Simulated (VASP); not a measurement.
Crystal: SiC.

```
CELL_PARAMETERS angstrom
0.00000 2.13449 2.13449
2.13449 0.00000 2.13449
2.13449 2.13449 0.00000
ATOMIC_POSITIONS crystal
Si 0.00000 0.00000 0.00000
C 0.25000 0.25000 0.25000
```

This cell differs from its parent crystal: strain -2.0%.

Base run:

```yaml
Program: VASP 6.6.1
Functional: r2SCAN
Potentials_or_basis: VASP PAW PBE potentials, release 64 (Si, C)
Cutoff: 520 eV
k_mesh: 8 × 8 × 8
Occupations: gaussian, width 0.01 eV
Spin: no spin polarisation
```

Its results: band gap on the k mesh 1.68 eV (least direct gap 5.14 eV).

Q: The run is repeated on the same cell with these changes: functional from r2SCAN to HSE06; further incar settings from ALGO = Normal; EDIFF = 1e-08 to ALGO = Normal; EDIFF = 1e-07; NBANDS = 11. What comes out?

A: Band gap on the k mesh 2.19 eV (least direct gap 5.81 eV).

A k mesh can miss the band edges.
